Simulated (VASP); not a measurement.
# Ni (Fm-3m) in VASP: a series of runs, part 2 of 2

VASP 6.6.1. Earlier steps stand in the parts before.

### Step 6. Relaxation of cell and atoms, PBEsol, collinear spin, ferromagnetic start

This run uses another cell than the first one, of 10.41 Å³/atom.

The input, INCAR:

```
SYSTEM = Ni
PREC = Accurate
ENCUT = 600
EDIFF = 1E-7
ISMEAR = 0
SIGMA = 0.1
LREAL = .False.
LASPH = .True.
NELM = 150
ALGO = Fast
ISIF = 3
LWAVE = .False.
LCHARG = .False.
ISPIN = 2
MAGMOM = 0.83
LORBIT = 11
LMAXMIX = 4
GGA = PS
IBRION = 2
NSW = 80
EDIFFG = -0.01
```

The input, KPOINTS:

```
regular mesh
0
Gamma
  20 20 20
  0 0 0
```

The input, POSCAR:

```
Ni
1.0
    0.0000000000      1.7329992001      1.7329992001
    1.7329992001      0.0000000000      1.7329992001
    1.7329992001      1.7329992001      0.0000000000
Ni
1
Direct
    0.0000000000      0.0000000000      0.0000000000
```

Potentials or basis: VASP PAW PBE potentials, release 64 (Ni).

The run is started by

```
> cat potpaw_PBE.64/Ni/POTCAR > POTCAR
> mpirun -np 1 vasp_std > vasp.out
```

OUTCAR:

```text
SYSTEM = Ni
   PREC = Accurate
   ENCUT = 600
   EDIFF = 1E-7
   ISMEAR = 0
   LREAL = .False.
   LASPH = .True.
   NELM = 150
   ISIF = 3
   ISPIN = 2
   LORBIT = 11
   GGA = PS
   IBRION = 2
   NSW = 80
   EDIFFG = -0.01

 ion  position               nearest neighbor table
   1  0.000  0.000  0.000-

  LATTYP: Found a face centered cubic cell.
 ALAT       =     3.4659984002

  Lattice vectors:

 A1 = (   0.0000000000,   1.7329992001,   1.7329992001)
 A2 = (   1.7329992001,   0.0000000000,   1.7329992001)
 A3 = (   1.7329992001,   1.7329992001,   0.0000000000)

Analysis of symmetry for initial positions (statically):
=====================================================================
 Subroutine PRICEL returns:
 Original cell was already a primitive cell.

 Routine SETGRP: Setting up the symmetry group for a
 face centered cubic supercell.

 Subroutine GETGRP returns: Found 48 space group operations
 (whereof 48 operations were pure point group operations)
 out of a pool of 48 trial point group operations.

The static configuration has the point symmetry O_h .

Analysis of symmetry for dynamics (positions and initial velocities):
=====================================================================
 Subroutine PRICEL returns:
 Original cell was already a primitive cell.

 Routine SETGRP: Setting up the symmetry group for a
 face centered cubic supercell.

[... 178 lines left out ...]
  external PRESSURE =      -7.2331659 kB  Pullay stress =       0.0000000 kB
[... 57 lines left out ...]
--------------------------------------- Ionic step        3  -------------------------------------------

 number of electron       9.9999995 magnetization       0.6227209

 Free energy of the ion-electron system (eV)
  ---------------------------------------------------
  ext. energy  EPLUGINS =         0.00000000
  ---------------------------------------------------
  free energy    TOTEN  =        -6.13977747 eV

  energy without entropy =       -6.13130273  energy(sigma->0) =       -6.13554010

 E-fermi :   9.8742     XC(G=0): -13.7192

 val. band max:        9.8738250502   @ k =  -0.4000   0.2500   0.0000
 cond. band min:       9.8753944949   @ k =   0.4000   0.0000   0.0000
 fundamental gap:      0.0015694446
 Fermi energy:         9.8742012957

 spin component 1

 k-point     1 :       0.0000    0.0000    0.0000
  band No.  band energies     occupation
      1       0.4782      1.00000
      2       7.3223      1.00000
      3       7.3223      1.00000
      4       7.3223      1.00000
      5       8.5733      1.00000
      6       8.5733      1.00000
      7      33.9729      0.00000
      8      38.1850      0.00000
      9      38.1850      0.00000
[... 265 lines left out ...]
 k-point    24 :      -0.3500    0.0500    0.0000
  band No.  band energies     occupation
      1       4.4075      1.00000
      2       7.4034      1.00000
      3       7.4621      1.00000
      4       7.5593      1.00000
      5       8.9414      1.00000
      6       9.3103      1.00000
      7      19.3690      0.00000
      8      32.0443      0.00000
      9      34.5511      0.00000

 [... further k-points ...]

 spin component 2

 k-point     1 :       0.0000    0.0000    0.0000
  band No.  band energies     occupation
      1       0.4695      1.00000
      2       8.0410      1.00000
      3       8.0410      1.00000
      4       8.0410      1.00000
      5       9.1823      1.00000
      6       9.1823      1.00000
      7      33.8662      0.00000
      8      38.1837      0.00000
      9      38.1837      0.00000
[... 304 lines left out ...]
  FREE ENERGIE OF THE ION-ELECTRON SYSTEM (eV)
  ---------------------------------------------------
  free  energy   TOTEN  =        -6.1397774709 eV

  energy  without entropy=       -6.1313027254  energy(sigma->0) =       -6.13554010

 reached required accuracy - stopping structural energy minimisation

 total charge

# of ion       s       p       d       tot
------------------------------------------
    1        0.522   0.547   8.334   9.402

 magnetization (x)

# of ion       s       p       d       tot
------------------------------------------
    1       -0.006  -0.024   0.659   0.628
```

CONTCAR:

```text
Ni
   1.00000000000000
     0.0000000000000000    1.7311486263584526    1.7311486263584526
     1.7311486263584526    0.0000000000000000    1.7311486263584526
     1.7311486263584526    1.7311486263584526    0.0000000000000000
  Ni
     1
Direct
     0.0000000000000000    0.0000000000000000    0.0000000000000000

  0.00000000E+00  0.00000000E+00  0.00000000E+00
```

Run time: 4.3 min. Hardware: 1 thread of AMD EPYC 7R13, shared host; peak memory 0.15 GiB.

What came out:

```
Free energy                                           : -6.1398 eV
Relaxed volume                                        : 10.38 Å³/atom
Relaxed cell                                          : a = 2.448 Å, b = 2.448 Å, c = 2.448 Å, α = 60.00°, β = 60.00°, γ = 60.00°
Space group after relaxing (to 0.1 Å)                 : Fm-3m (No. 225)
Energy gained by relaxing                             : 0.1 meV/atom
Ionic steps                                           : 3
Pressure after relaxing                               : 0.0 GPa
Net moment                                            : 0.62 μB per cell
Site moments                                          : Ni +0.63 μB
Valence electrons inside the program's atomic spheres : Ni 9.40
```

Final structure:
```xyz
1
Lattice="0.0000 1.7311 1.7311 1.7311 0.0000 1.7311 1.7311 1.7311 0.0000" Properties=species:S:1:pos:R:3 pbc="T T T"
Ni    0.0000    0.0000    0.0000
```

Caveat: the PAW data sets were made with another functional, which shifts forces and pressure a little.

### Step 7. Summary

| task | cell | k mesh | cutoff (eV) | gap on the mesh (eV) | pressure (GPa) | moment (μB) | relaxed volume (Å³/atom) |
| --- | --- | --- | --- | --- | --- | --- | --- |
| single point | a = 2.604 Å, angles 60.0°, 1 atom | 8 × 8 × 8 | 520 | none | -26.5 | 0.70 | - |
| single point | a = 2.451 Å, angles 60.0°, 1 atom | 10 × 10 × 10 | 520 | none | -0.2 | 0.71 | - |
| relaxation of cell and atoms | relaxed from a = 2.604 Å, angles 60.0°, 1 atom | 10 × 10 × 10 | 600 | none | -0.3 | 0.71 | 10.40 |
| single point | a = 2.449 Å, angles 60.0°, 1 atom | 20 × 20 × 20 | 520 | none | -0.1 | 0.62 | - |
| relaxation of cell and atoms | relaxed from a = 2.451 Å, angles 60.0°, 1 atom | 20 × 20 × 20 | 600 | none | 0.0 | 0.62 | 10.38 |

Alike in all rows: level PBEsol; potentials or basis VASP PAW PBE potentials, release 64 (Ni); spin collinear, ferromagnetic start; smearing gaussian 0.1 eV.

Caveats: some runs use coarse meshes; the PAW data sets were made with another functional, which shifts forces and pressure a little; the volume moved by over 15 % at a fixed basis, so the end points are rough (at least some runs).

Total energies depend on the potentials used, so only differences within one code and one set of settings carry meaning.
